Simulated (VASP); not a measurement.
# Mg7MnS8 (Fm-3m) in VASP: a series of runs, part 2 of 2

VASP 6.6.1. The steps go on from the part before.

## 4. Single point, PBEsol+U, collinear spin, ferromagnetic start

File INCAR:

```
SYSTEM = Mg7MnS8
PREC = Accurate ; ENCUT = 520
EDIFF = 1E-6 ; ISMEAR = 0
SIGMA = 0.05 ; LREAL = Auto
LASPH = .True. ; NELM = 150
ALGO = Normal ; ISIF = 2
LWAVE = .False. ; LCHARG = .False.
ISPIN = 2 ; MAGMOM = 3.19 0 0 0 0 0 0 0.01 0 0.01 -0.04 -0.04 -0.04 -0.04 0.01 0
LORBIT = 11 ; LMAXMIX = 4
LDAU = .True. ; LDAUTYPE = 2
LDAUL = 2 -1 -1 ; LDAUU = 3.5 0 0
LDAUJ = 0 0 0 ; LDAUPRINT = 1
GGA = PS ; NBANDS = 56
```

File KPOINTS:

```
regular mesh
0
Gamma
  3 3 3
  0 0 0
```

File POSCAR:

```
Mg7MnS8
1.0
    0.0000000000      5.2033000000      5.2033000000
    5.2033000000      0.0000000000      5.2033000000
    5.2033000000      5.2033000000      0.0000000000
Mn Mg S
1 7 8
Direct
    0.0000000000      0.0000000000      0.0000000000
    0.0000000000      0.0000000000      0.5000000000
    0.0000000000      0.5000000000      0.0000000000
    0.0000000000      0.5000000000      0.5000000000
    0.5000000000      0.0000000000      0.0000000000
    0.5000000000      0.0000000000      0.5000000000
    0.5000000000      0.5000000000      0.0000000000
    0.5000000000      0.5000000000      0.5000000000
    0.2500000000      0.2500000000      0.2500000000
    0.2500000000      0.2500000000      0.7500000000
    0.2500000000      0.7500000000      0.2500000000
    0.2500000000      0.7500000000      0.7500000000
    0.7500000000      0.2500000000      0.2500000000
    0.7500000000      0.2500000000      0.7500000000
    0.7500000000      0.7500000000      0.2500000000
    0.7500000000      0.7500000000      0.7500000000
```

Potentials or basis: VASP PAW PBE potentials, release 64 (Mn_pv, Mg, S).

Run with:

```console
$ cat potpaw_PBE.64/Mn_pv/POTCAR potpaw_PBE.64/Mg/POTCAR potpaw_PBE.64/S/POTCAR > POTCAR
$ mpirun -np 1 vasp_std > vasp.out
```

OUTCAR:

```text
SYSTEM = Mg7MnS8
   PREC = Accurate
   ENCUT = 520
   EDIFF = 1E-6
   ISMEAR = 0
   LREAL = Auto
   LASPH = .True.
   NELM = 150
   ISIF = 2
   ISPIN = 2
   LORBIT = 11
   GGA = PS

 ion  position               nearest neighbor table
   1  0.000  0.000  0.000-  10 2.60  11 2.60  12 2.60  13 2.60  14 2.60  15 2.60
   2  0.000  0.000  0.500-   9 2.60  11 2.60  12 2.60  13 2.60  14 2.60  16 2.60
   3  0.000  0.500  0.000-   9 2.60  10 2.60  12 2.60  13 2.60  15 2.60  16 2.60
   4  0.000  0.500  0.500-   9 2.60  10 2.60  11 2.60  14 2.60  15 2.60  16 2.60
   5  0.500  0.000  0.000-   9 2.60  10 2.60  11 2.60  14 2.60  15 2.60  16 2.60
   6  0.500  0.000  0.500-   9 2.60  10 2.60  12 2.60  13 2.60  15 2.60  16 2.60
[... 8 lines left out ...]
  15  0.750  0.750  0.250-   1 2.60   3 2.60   4 2.60   5 2.60   6 2.60   8 2.60
  16  0.750  0.750  0.750-   2 2.60   3 2.60   4 2.60   5 2.60   6 2.60   7 2.60

  LATTYP: Found a face centered cubic cell.
 ALAT       =    10.4066000000

  Lattice vectors:

 A1 = (   0.0000000000,   5.2033000000,   5.2033000000)
 A2 = (   5.2033000000,   0.0000000000,   5.2033000000)
 A3 = (   5.2033000000,   5.2033000000,   0.0000000000)

Analysis of symmetry for initial positions (statically):
=====================================================================
 Subroutine PRICEL returns:
 Original cell was already a primitive cell.

 Routine SETGRP: Setting up the symmetry group for a
 face centered cubic supercell.

 Subroutine GETGRP returns: Found 48 space group operations
 (whereof 48 operations were pure point group operations)
 out of a pool of 48 trial point group operations.

The static configuration has the point symmetry O_h .

Analysis of symmetry for dynamics (positions and initial velocities):
=====================================================================
 Subroutine PRICEL returns:
 Original cell was already a primitive cell.

 Routine SETGRP: Setting up the symmetry group for a
 face centered cubic supercell.

 Subroutine GETGRP returns: Found 48 space group operations
 (whereof 48 operations were pure point group operations)
 out of a pool of 48 trial point group operations.

The dynamic configuration has the point symmetry O_h .

Analysis of structural, dynamic, and magnetic symmetry:
=====================================================================
 Subroutine PRICEL returns:
 Original cell was already a primitive cell.

 Routine SETGRP: Setting up the symmetry group for a
 face centered cubic supercell.

 Subroutine GETGRP returns: Found 16 space group operations
 (whereof 16 operations were pure point group operations)
 out of a pool of 48 trial point group operations.

The overall configuration has the point symmetry D_4h.
[... 173 lines left out ...]
  o =  0.0170  v =  0.0000  0.0000  0.0000  0.0000  0.0000  0.0000 -0.0060  0.0000 -1.0000 -0.0000      0.0000  0.0000  0.0000  0.0000  0.0000  0.0000  0.0000  0.0000  0.0000  0.0000
  o =  0.0170  v =  0.0000  0.0000  0.0000  0.0000  0.0000  1.0000  0.0000  0.0000  0.0000  0.0000      0.0000  0.0000  0.0000  0.0000  0.0000  0.0000  0.0000  0.0000  0.0000  0.0000
  o =  0.0885  v =  0.0000  0.0000  0.0000  0.0000  0.0000  0.0000 -0.0000 -0.0000  0.0000 -1.0000      0.0000  0.0000  0.0000  0.0000  0.0000  0.0000  0.0000  0.0000  0.0000  0.0000
  o =  0.0885  v =  0.0000  0.0000  0.0000  0.0000  0.0000  0.0000 -0.0000 -1.0000 -0.0000  0.0000      0.0000  0.0000  0.0000  0.0000  0.0000  0.0000  0.0000  0.0000  0.0000  0.0000
  o =  0.9287  v =  1.0000  0.0000  0.0000  0.0000  0.0000  0.0000  0.0000  0.0000  0.0000  0.0000      0.0000  0.0000  0.0000  0.0000  0.0000  0.0000  0.0000  0.0000  0.0000  0.0000
  o =  0.9287  v =  0.0000 -0.9995 -0.0000 -0.0325 -0.0000  0.0000  0.0000  0.0000  0.0000  0.0000      0.0000  0.0000  0.0000  0.0000  0.0000  0.0000  0.0000  0.0000  0.0000  0.0000
  o =  0.9287  v =  0.0000 -0.0325 -0.0000  0.9995 -0.0000  0.0000  0.0000  0.0000  0.0000  0.0000      0.0000  0.0000  0.0000  0.0000  0.0000  0.0000  0.0000  0.0000  0.0000  0.0000
  o =  0.9528  v =  0.0000 -0.0000  1.0000  0.0000 -0.0000  0.0000  0.0000  0.0000  0.0000  0.0000      0.0000  0.0000  0.0000  0.0000  0.0000  0.0000  0.0000  0.0000  0.0000  0.0000
  o =  0.9528  v =  0.0000 -0.0000  0.0000  0.0000  1.0000  0.0000  0.0000  0.0000  0.0000  0.0000      0.0000  0.0000  0.0000  0.0000  0.0000  0.0000  0.0000  0.0000  0.0000  0.0000

 number of electron      74.9999988 magnetization       4.9999701

 Free energy of the ion-electron system (eV)
  ---------------------------------------------------
  ext. energy  EPLUGINS =         0.00000000
  ---------------------------------------------------
  free energy    TOTEN  =       -77.34806796 eV

  energy without entropy =      -77.34806796  energy(sigma->0) =      -77.34806796

 E-fermi :   4.5827     XC(G=0):  -9.9561

 val. band max:        4.2985133061   @ k =   0.0000   0.0000   0.0000
 cond. band min:       6.3632856322   @ k =   0.0000   0.0000   0.0000
 fundamental gap:      2.0647723261
 Fermi energy:         4.5827282035

 spin component 1

 k-point     1 :       0.0000    0.0000    0.0000
  band No.  band energies     occupation
      1     -45.3882      1.00000
      2     -45.3882      1.00000
      3     -45.3882      1.00000
      4      -8.8647      1.00000
      5      -7.5312      1.00000
      6      -7.5312      1.00000
[... 301 lines left out ...]
     48       9.7090      0.00000
     49      10.3115      0.00000
 Fermi energy:         4.5827282035

 spin component 2

 k-point     1 :       0.0000    0.0000    0.0000
  band No.  band energies     occupation
      1     -40.6077      1.00000
      2     -40.6077      1.00000
      3     -40.6077      1.00000
      4      -8.8212      1.00000
      5      -7.5036      1.00000
      6      -7.4917      1.00000
[... 301 lines left out ...]
     48      10.1109      0.00000
     49      10.3450      0.00000
 [bands above 49 left out]

------------------------ aborting loop because EDIFF is reached ----------------------------------------

  FORCE on cell =-STRESS in cart. coord.  units (eV):
  Direction    XX          YY          ZZ          XY          YZ          ZX
  --------------------------------------------------------------------------------------
  -------------------------------------------------------------------------------------
  Total       -1.8678203     -1.8678203     -1.8677979      0.0000000      0.0000000      0.0000000
  in kB      -10.6213345    -10.6213345    -10.6212070      0.0000000      0.0000000      0.0000000
  external PRESSURE =     -10.6212920 kB  Pullay stress =       0.0000000 kB

 VOLUME and BASIS-vectors are now :
 -----------------------------------------------------------------------------
  energy-cutoff  :      520.00
  volume of cell :      281.75
      direct lattice vectors                 reciprocal lattice vectors
     0.000000000  5.203300000  5.203300000    -0.096092864  0.096092864  0.096092864
     5.203300000  0.000000000  5.203300000     0.096092864 -0.096092864  0.096092864
     5.203300000  5.203300000  0.000000000     0.096092864  0.096092864 -0.096092864

 POSITION                                       TOTAL-FORCE (eV/Angst)
 -----------------------------------------------------------------------------------
      0.00000      0.00000      0.00000         0.000000     -0.000000     -0.000000
      2.60165      2.60165      0.00000         0.000000     -0.000000      0.000000
      2.60165      0.00000      2.60165         0.000000     -0.000000      0.000000
      5.20330      2.60165      2.60165         0.000000     -0.000000      0.000000
      0.00000      2.60165      2.60165         0.000000     -0.000000      0.000000
      2.60165      5.20330      2.60165         0.000000     -0.000000      0.000000
[... 8 lines left out ...]
      5.20330      5.20330      7.80495         0.000000     -0.000000     -0.007503
      7.80495      7.80495      7.80495         0.000000     -0.000000      0.000000
 -----------------------------------------------------------------------------------
    total drift:                               -0.000000     -0.000000     -0.000000

  FREE ENERGIE OF THE ION-ELECTRON SYSTEM (eV)
  ---------------------------------------------------
  free  energy   TOTEN  =       -77.3480679601 eV

  energy  without entropy=      -77.3480679601  energy(sigma->0) =      -77.34806796

 total charge

# of ion       s       p       d       tot
------------------------------------------
    1        0.216   6.175   4.901  11.292
    2        0.137   0.128   0.040   0.305
    3        0.137   0.128   0.040   0.305
    4        0.137   0.128   0.040   0.305
    5        0.137   0.128   0.040   0.305
    6        0.137   0.128   0.040   0.305
[... 8 lines left out ...]
   15        1.309   2.471   0.000   3.781
   16        1.308   2.479   0.000   3.787
--------------------------------------------------
tot         11.651  26.861   5.179  43.692

 magnetization (x)

# of ion       s       p       d       tot
------------------------------------------
    1        0.031   0.029   4.454   4.513
    2        0.001   0.000   0.000   0.001
    3        0.001   0.000   0.000   0.001
    4        0.001   0.000   0.000   0.001
    5        0.001   0.000   0.000   0.001
    6        0.001   0.000   0.000   0.001
[... 8 lines left out ...]
   15        0.003   0.013   0.000   0.016
   16        0.000   0.001   0.000   0.001
--------------------------------------------------
tot          0.063   0.114   4.456   4.633
```

It took 7.2 min on 1 thread of Intel Xeon Platinum 8488C (Sapphire Rapids), shared host; peak memory 0.6 GiB.

Results:

```
Free energy                                           : -77.3481 eV
Pressure                                              : -1.1 GPa
Band gap on the k mesh                                : 2.06 eV
Net moment                                            : 5.00 μB per cell
Site moments                                          : Mn +4.51; Mg +0.00, +0.01 (each value once); S +0.00, +0.02 (each value once) μB
Valence electrons inside the program's atomic spheres : Mn 11.29; Mg 0.30, 0.31 (each value once); S 3.79, 3.78 (each value once)
```

Eigenvalues of the final occupation matrices:
```csv
site,spin,trace,eigenvalues
site 1 d,1,4.69,0.93 0.93 0.93 0.95 0.95
site 1 d,2,0.23,0.02 0.02 0.02 0.09 0.09
```

Caveat: the PAW data sets were made with another functional, which shifts forces and pressure a little; a cell with one magnetic atom can't hold antiferromagnetic order, which such compounds often take.
